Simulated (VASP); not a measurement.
# C in VASP: further runs

The runs below take C through single point, with PBE-based screened hybrid with 25 % exact exchange.

Everything below comes from runs of VASP 6.6.1. Logs are shortened: lines on timing, memory, paths and dates and some standing lists are left out, and cuts for length are marked.

## Step 1: The cell of the first run

The cell holds a slab with vacuum, 2 atoms: a = 2.456 Å, b = 2.456 Å, c = 8.524 Å, α = 90.00°, β = 90.00°, γ = 120.00°.

## Step 2: Single point, PBE-based screened hybrid with 25 % exact exchange

File POSCAR:

```
C
1.0
    2.4561701622      0.0000000000      0.0000000000
   -1.2280850811      2.1271057565      0.0000000000
    0.0000000000      0.0000000000      8.5238033600
C
2
Direct
    0.6666666667      0.3333333333      0.0000000000
    0.3333333333      0.6666666667      0.0000000000
```

File INCAR.step1:

```
ALGO = Normal
EDIFF = 1E-5
ENCUT = 520
GGA = PE
GGA_COMPAT = F
ISIF = 2
ISMEAR = -1
LASPH = T
LCHARG = F
LREAL = F
LWAVE = T
NBANDS = 11
NELM = 120
PREC = Accurate
SIGMA = 0.05
```

File INCAR.step2:

```
AEXX = 0.25
ALGO = Normal
EDIFF = 1E-6
ENCUT = 520
GGA = PE
GGA_COMPAT = F
HFSCREEN = 0.4
ISIF = 2
ISMEAR = -1
ISTART = 1
LASPH = T
LCHARG = F
LHFCALC = T
LREAL = F
LWAVE = F
NBANDS = 11
NELM = 120
PREC = Accurate
PRECFOCK = Normal
SIGMA = 0.05
```

File KPOINTS:

```
k-points
0
Gamma
  6 6 2
```

Potentials or basis: VASP PAW PBE potentials, release 64 (C).

Command:

```
> cat potpaw_PBE.64/C/POTCAR > POTCAR
> cp INCAR.step1 INCAR
> mpirun -np 1 vasp_std > vasp.out
> cp INCAR.step2 INCAR
> mpirun -np 1 vasp_std > vasp.out
```

OUTCAR:

```text
AEXX = 0.25
   EDIFF = 1E-6
   ENCUT = 520
   GGA = PE
   HFSCREEN = 0.4
   ISIF = 2
   ISMEAR = -1
   ISTART = 1
   LASPH = T
   LHFCALC = T
   LREAL = F
   NELM = 120
   PREC = Accurate
   PRECFOCK = Normal

 ion  position               nearest neighbor table
   1  0.667  0.333  0.000-   2 1.42   2 1.42   2 1.42
   2  0.333  0.667  0.000-   1 1.42   1 1.42   1 1.42

  LATTYP: Found a hexagonal cell.
 ALAT       =     2.4561701622
 C/A-ratio  =     3.4703635323

  Lattice vectors:

 A1 = (   2.4561701622,   0.0000000000,   0.0000000000)
 A2 = (  -1.2280850811,   2.1271057565,   0.0000000000)
 A3 = (   0.0000000000,   0.0000000000,   8.5238033600)

Analysis of symmetry for initial positions (statically):
=====================================================================
 Subroutine PRICEL returns:
 Original cell was already a primitive cell.

 Routine SETGRP: Setting up the symmetry group for a
 hexagonal supercell.

 Subroutine GETGRP returns: Found 24 space group operations
 (whereof 24 operations were pure point group operations)
 out of a pool of 24 trial point group operations.

The static configuration has the point symmetry D_6h.

Analysis of symmetry for dynamics (positions and initial velocities):
=====================================================================
 Subroutine PRICEL returns:
 Original cell was already a primitive cell.

 Routine SETGRP: Setting up the symmetry group for a
 hexagonal supercell.

 Subroutine GETGRP returns: Found 24 space group operations
 (whereof 24 operations were pure point group operations)
 out of a pool of 24 trial point group operations.

The dynamic configuration has the point symmetry D_6h.

 Subroutine INISYM returns: Found 24 space group operations
 (whereof 24 operations are pure point group operations),
 and found     1 'primitive' translations

----------------------------------------------------------------------------------------

                                     Primitive cell

  volume of cell :      44.5329

  direct lattice vectors                    reciprocal lattice vectors
     2.456170162  0.000000000  0.000000000     0.407137916  0.235061185  0.000000000
    -1.228085081  2.127105756  0.000000000     0.000000000  0.470122370  0.000000000
     0.000000000  0.000000000  8.523803360     0.000000000  0.000000000  0.117318521

  length of vectors
     2.456170162  2.456170162  8.523803360     0.470122370  0.470122370  0.117318521

  position of ions in fractional coordinates (direct lattice)
     0.666666667  0.333333333  0.000000000
     0.333333333  0.666666667  0.000000000

  ion indices of the primitive-cell ions
   primitive index   ion index
                 1           1
                 2           2

----------------------------------------------------------------------------------------

 KPOINTS: k-points

Automatic generation of k-mesh.
 Grid dimensions read from file:
 generate k-points for:    6    6    2

 Generating k-lattice:

  Cartesian coordinates                     Fractional coordinates (reciprocal lattice)
     0.067856319  0.039176864  0.000000000     0.166666667 -0.000000000  0.000000000
     0.000000000  0.078353728  0.000000000     0.000000000  0.166666667  0.000000000
     0.000000000  0.000000000  0.058659260     0.000000000  0.000000000  0.500000000

  Length of vectors
     0.078353728  0.078353728  0.058659260

  Shift w.r.t. Gamma in fractional coordinates (k-lattice)
     0.000000000  0.000000000  0.000000000

 Subroutine IBZKPT returns following result:
 ===========================================

 Found     14 irreducible k-points:

 Following reciprocal coordinates:
            Coordinates               Weight
  0.000000  0.000000  0.000000      1.000000
  0.166667 -0.000000  0.000000      6.000000
  0.333333 -0.000000  0.000000      6.000000
  0.500000 -0.000000  0.000000      3.000000
  0.166667  0.166667  0.000000      6.000000
  0.333333  0.166667  0.000000     12.000000
  0.333333  0.333333  0.000000      2.000000
  0.000000  0.000000  0.500000      1.000000
  0.166667 -0.000000  0.500000      6.000000
  0.333333 -0.000000  0.500000      6.000000
  0.500000 -0.000000  0.500000      3.000000
  0.166667  0.166667  0.500000      6.000000
  0.333333  0.166667  0.500000     12.000000
  0.333333  0.333333  0.500000      2.000000
   k-points           NKPTS =     14   k-points in BZ     NKDIM =     72   number of bands    NBANDS=     11
   number of dos      NEDOS =    301   number of ions     NIONS =      2
   total plane-waves  NPLWV =  20736
   dimension x,y,z NGX =    18 NGY =   18 NGZ =   64
   dimension x,y,z NGXF=    36 NGYF=   36 NGZF=  128
   ions per type =               2
   NGX,Y,Z   is equivalent  to a cutoff of  12.18, 12.18, 12.48 a.u.
   NGXF,Y,Z  is equivalent  to a cutoff of  24.37, 24.37, 24.96 a.u.
 SYSTEM =  unknown system
   PREC   = accura    normal or accurate (medium, high low for compatibility)
   ISTART =      1    job   : 0-new  1-cont  2-samecut
   ICHARG =      0    charge: 1-file 2-atom 10-const
   ISPIN  =      1    spin polarized calculation?
   LNONCOLLINEAR =      F non collinear calculations
   LSORBIT =      F    spin-orbit coupling
   LASPH  =      T    aspherical Exc in radial PAW
   ENCUT  =  520.0 eV  38.22 Ry    6.18 a.u.   4.57  4.57 15.85*2*pi/ulx,y,z
   NELM   =    120;   NELMIN=  2; NELMDL=  0     # of ELM steps
   EDIFF  = 0.1E-05   stopping-criterion for ELM
   LREAL  =      F    real-space projection
   EDIFFG = 0.1E-04   stopping-criterion for IOM
   NSW    =      0    number of steps for IOM
   IBRION =     -1    ionic relax: 0-MD 1-quasi-New 2-CG
   NFREE  =      0    steps in history (QN), initial steepest desc. (CG)
   ISIF   =      2    stress and relaxation
   ISYM   =      3    0-nonsym 1-usesym 2-fastsym
   POTIM  = 0.5000    time-step for ionic-motion
   TEBEG  =    0.0;   TEEND  =   0.0 temperature during run
   PSTRESS=    0.0 pullay stress
   NELECT =       8.0000    total number of electrons
   NUPDOWN=      -1.0000    fix difference up-down
   EMIN   =  10.00;   EMAX   =-10.00  energy-range for DOS
   EFERMI =   0.00;   METHOD = LEGACY
   ISMEAR =    -1;   SIGMA  =   0.05  broadening in eV -4-tet -1-fermi 0-gaus
   EFERMI_NEDOS =   21; number of points for ismear=-14 and -15
   IALGO  =     38    algorithm
   IMIX   =      1    mixing-type and parameters
     AMIX     =   0.40;   BMIX     =  1.00
     AMIX_MAG =   1.60;   BMIX_MAG =  1.00
  volume/ion in A,a.u.               =      22.27       150.26
  Fermi-wavevector in a.u.,A,eV,Ry     =   0.923729  1.745594 11.609511  0.853275
  Thomas-Fermi vector in A             =   2.049397
   LORBIT       =      0    0 simple, 1 ext, 2 COOP (PROOUT), +10 PAW based schemes
   GGA     = PE    functional components
   LHFCALC =     T    Hartree Fock is set to
   PRECFOCK=normal    Normal, Fast or Accurate (Low or Medium for compatibility)
   ENCUT4O =  -1.0   cutoff for four orbital integrals eV
   NKREDX  =     1    reduce k-point grid by
   NKREDY  =     1    reduce k-point grid by
   NKREDZ  =     1    reduce k-point grid by
   AEXX    =    0.2500 exact exchange contribution
   HFSCREEN=    0.4000 screening length (either q_TF or 0.3 A-1)
   HFSCREENC=   0.4000 screening length for correlation (either q_TF or 0.3 A-1)
   ENCUTFOCK=  -1.0 apply spherical cutoff to Coloumb kernel
   IVDW    =     0    specifies the selected vdW correction
   LEPSILON=     F    determine dielectric tensor
   LRPA    =     F    only Hartree local field effects (RPA)
 non-spin polarized calculation
  energy-cutoff  :      520.00
  volume of cell :       44.53
 maximum number of plane-waves:      1221
  NGX = 14; NGY = 14; NGZ = 48

 number of electron       7.9999997 magnetization

 Free energy of the ion-electron system (eV)
  ---------------------------------------------------
  ext. energy  EPLUGINS =         0.00000000
  ---------------------------------------------------
  free energy    TOTEN  =       -20.32033006 eV

  energy without entropy =      -20.31262843  energy(sigma->0) =      -20.31647924

 E-fermi :  -0.7125     XC(G=0):  -4.3208

 val. band max:       -0.7124919238   @ k =   0.3333   0.3333   0.5000
 cond. band min:      -0.7124178467   @ k =   0.3333   0.3333   0.0000
 fundamental gap:      0.0000740771
 Fermi energy:        -0.7124548853

 k-point     1 :       0.0000    0.0000    0.0000
  band No.  band energies     occupation
      1     -22.4715      2.00000
      2      -9.2867      2.00000
      3      -4.4770      2.00000
      4      -4.4770      2.00000
      5       2.3953      0.00000
      6       4.7285      0.00000
      7       6.5031      0.00000
      8       8.3199      0.00000
      9       8.3199      0.00000
     10      12.1255      0.00000
     11      12.9928      0.00000

 k-point     2 :       0.1667   -0.0000    0.0000
  band No.  band energies     occupation
      1     -21.7547      2.00000
      2      -8.4151      2.00000
      3      -6.9412      2.00000
      4      -5.6879      2.00000
      5       3.3018      0.00000
      6       5.6124      0.00000
      7       7.3622      0.00000
      8       8.3255      0.00000
      9       9.7690      0.00000
     10      11.0311      0.00000
     11      14.0027      0.00000

 k-point     3 :       0.3333   -0.0000    0.0000
  band No.  band energies     occupation
      1     -19.6410      2.00000
      2     -11.6251      2.00000
      3      -7.4360      2.00000
      4      -5.9310      2.00000
      5       4.7631      0.00000
      6       6.0128      0.00000
      7       7.6173      0.00000
      8       8.2963      0.00000
      9      10.0630      0.00000
     10      15.7461      0.00000
     11      15.7919      0.00000
[... 127 lines left out ...]
 k-point    13 :       0.3333    0.1667    0.5000
  band No.  band energies     occupation
      1     -17.6217      2.00000
      2     -13.5691      2.00000
      3      -9.8768      2.00000
      4      -3.7168      2.00000
      5       2.1153      0.00000
      6       9.3000      0.00000
      7       9.4255      0.00000
      8      10.0885      0.00000
      9      12.5307      0.00000
     10      13.8099      0.00000
     11      14.9380      0.00000

 k-point    14 :       0.3333    0.3333    0.5000
  band No.  band energies     occupation
      1     -14.9083      2.00000
      2     -14.9083      2.00000
      3     -12.5579      2.00000
      4      -0.7125      1.00037
      5      -0.7125      1.00037
      6      10.1559      0.00000
      7      12.8535      0.00000
      8      12.8535      0.00000
      9      13.2888      0.00000
     10      14.1214      0.00000
     11      14.1214      0.00000

------------------------ aborting loop because EDIFF is reached ----------------------------------------

  FORCE on cell =-STRESS in cart. coord.  units (eV):
  Direction    XX          YY          ZZ          XY          YZ          ZX
  --------------------------------------------------------------------------------------
  -------------------------------------------------------------------------------------
  Total       -0.1200188     -0.1200188     -0.0120463     -0.0000000      0.0000000      0.0000000
  in kB       -4.3179620     -4.3179620     -0.4333951     -0.0000000      0.0000000      0.0000000
  external PRESSURE =      -3.0231063 kB  Pullay stress =       0.0000000 kB

 VOLUME and BASIS-vectors are now :
 -----------------------------------------------------------------------------
  energy-cutoff  :      520.00
  volume of cell :       44.53
      direct lattice vectors                 reciprocal lattice vectors
     2.456170162  0.000000000  0.000000000     0.407137916  0.235061185  0.000000000
    -1.228085081  2.127105756  0.000000000     0.000000000  0.470122370  0.000000000
     0.000000000  0.000000000  8.523803360     0.000000000  0.000000000  0.117318521

 POSITION                                       TOTAL-FORCE (eV/Angst)
 -----------------------------------------------------------------------------------
      1.22809      0.70904      0.00000         0.000000     -0.000000      0.000000
     -0.00000      1.41807      0.00000        -0.000000      0.000000      0.000000
 -----------------------------------------------------------------------------------
    total drift:                               -0.000000      0.000000     -0.000000

  FREE ENERGIE OF THE ION-ELECTRON SYSTEM (eV)
  ---------------------------------------------------
  free  energy   TOTEN  =       -20.3203300618 eV

  energy  without entropy=      -20.3126284272  energy(sigma->0) =      -20.31647924
```

Run time: 6.8 min. Hardware: 1 thread of Intel Xeon 8259CL, shared host; peak memory 0.25 GiB.

What came out:

| Property | Result |
| --- | --- |
| Free energy | -20.3203 eV |
| Band gap on the k mesh | zero (filled and empty bands touch) |

Levels at points of the mesh, in eV from the Fermi level:
```csv
k point,band 2,band 3,band 4,band 5,band 6,band 7
"(0.00, 0.00, 0.00)",-8.57,-3.76,-3.76,3.11,5.44,7.22
"(0.50, 0.00, 0.00)",-14.82,-7.42,-2.69,1.88,7.98,11.14
"(0.00, 0.00, 0.50)",-8.57,-3.76,-3.76,3.82,3.94,9.03
"(0.50, 0.00, 0.50)",-14.82,-7.42,-2.69,1.88,7.98,11.68
```

Caveat: the k points lie up to 0.49 Å⁻¹ apart; the PAW data sets were made with another functional, which shifts forces and pressure a little.

## Step 3: Single point, PBE-based screened hybrid with 25 % exact exchange

POSCAR is that of step 2.

File INCAR.step1:

```
SYSTEM = C
PREC = Accurate
ENCUT = 520
EDIFF = 1E-5
ISMEAR = -1
SIGMA = 0.05
LREAL = .False.
LASPH = .True.
NELM = 120
ALGO = Normal
ISIF = 2
LWAVE = .True.
LCHARG = .False.
NBANDS = 11
GGA = PE
GGA_COMPAT = .False.
```

File INCAR.step2:

```
SYSTEM = C
PREC = Accurate
ENCUT = 520
EDIFF = 1E-6
ISMEAR = -1
SIGMA = 0.05
LREAL = .False.
LASPH = .True.
NELM = 120
ALGO = Normal
ISIF = 2
LWAVE = .False.
LCHARG = .False.
GGA = PE
LHFCALC = .True.
AEXX = 0.25
HFSCREEN = 0.6
PRECFOCK = Normal
NBANDS = 11
ISTART = 1
GGA_COMPAT = .False.
```

File KPOINTS:

```
regular mesh
0
Gamma
  6 6 2
  0 0 0
```

Potentials or basis: VASP PAW PBE potentials, release 64 (C).

Command:

```
> cat potpaw_PBE.64/C/POTCAR > POTCAR
> cp INCAR.step1 INCAR
> mpirun -np 1 vasp_std > vasp.out
> cp INCAR.step2 INCAR
> mpirun -np 1 vasp_std > vasp.out
```

It took 6.4 min on 1 thread of Intel Xeon 8259CL, shared host; peak memory 0.25 GiB.

It converged, with:

```
Free energy            : -19.7248 eV
Band gap on the k mesh : zero (filled and empty bands touch)
```

Levels at points of the mesh, in eV from the Fermi level:
| k point | band 1 | band 2 | band 3 | band 4 | band 5 | band 6 | band 7 | band 8 |
| --- | --- | --- | --- | --- | --- | --- | --- | --- |
| (0.00, 0.00, 0.00) | -21.33 | -8.26 | -3.58 | -3.58 | 3.03 | 5.36 | 7.12 | 8.83 |
| (0.50, 0.00, 0.00) | -15.69 | -14.47 | -7.17 | -2.57 | 1.79 | 7.78 | 11.04 | 11.18 |
| (0.00, 0.00, 0.50) | -21.33 | -8.27 | -3.58 | -3.58 | 3.73 | 3.87 | 8.83 | 8.83 |
| (0.50, 0.00, 0.50) | -15.69 | -14.47 | -7.17 | -2.57 | 1.79 | 7.78 | 11.56 | 11.74 |

Caveat: the k points lie up to 0.49 Å⁻¹ apart; the PAW data sets were made with another functional, which shifts forces and pressure a little.

## Step 4: Single point, PBE-based screened hybrid with 25 % exact exchange

POSCAR is that of step 3.

File INCAR.step1:

```
SYSTEM = C
  PREC = Accurate
  ENCUT = 520
  EDIFF = 1E-5
  ISMEAR = -1
  SIGMA = 0.05
  LREAL = .FALSE.
  LASPH = .TRUE.
  NELM = 100
  ALGO = Normal
  ISIF = 2
  LWAVE = .TRUE.
  LCHARG = .FALSE.
  NBANDS = 11
  GGA = PE
```

File INCAR.step2:

```
SYSTEM = C
  PREC = Accurate
  ENCUT = 520
  EDIFF = 1E-6
  ISMEAR = -1
  SIGMA = 0.05
  LREAL = .FALSE.
  LASPH = .TRUE.
  NELM = 100
  ALGO = Normal
  ISIF = 2
  LWAVE = .FALSE.
  LCHARG = .FALSE.
  GGA = PE
  LHFCALC = .TRUE.
  AEXX = 0.25
  HFSCREEN = 0.4
  PRECFOCK = Normal
  NBANDS = 11
  ISTART = 1
```

File KPOINTS:

```
regular mesh
0
G
  6 6 2
  0 0 0
```

Command:

```
> cat potpaw_PBE.64/C/POTCAR > POTCAR
> cp INCAR.step1 INCAR
> mpirun -np 1 vasp_std > vasp.out
> cp INCAR.step2 INCAR
> mpirun -np 1 vasp_std > vasp.out
```

Run time: 5 min. Hardware: 1 thread of Intel Xeon 8259CL, shared host; peak memory 0.25 GiB.

Results (log left out):

```
Free energy            : -20.3203 eV
Band gap on the k mesh : zero (filled and empty bands touch)
```

Levels at points of the mesh, in eV from the Fermi level:
```csv
k point,band 2,band 3,band 4,band 5,band 6,band 7
"(0.00, 0.00, 0.00)",-8.57,-3.76,-3.76,3.11,5.44,7.22
"(0.50, 0.00, 0.00)",-14.82,-7.42,-2.69,1.88,7.98,11.14
"(0.00, 0.00, 0.50)",-8.57,-3.76,-3.76,3.82,3.94,9.03
"(0.50, 0.00, 0.50)",-14.82,-7.42,-2.69,1.88,7.98,11.68
```

Caveat: the k points lie up to 0.49 Å⁻¹ apart; the PAW data sets were made with another functional, which shifts forces and pressure a little.
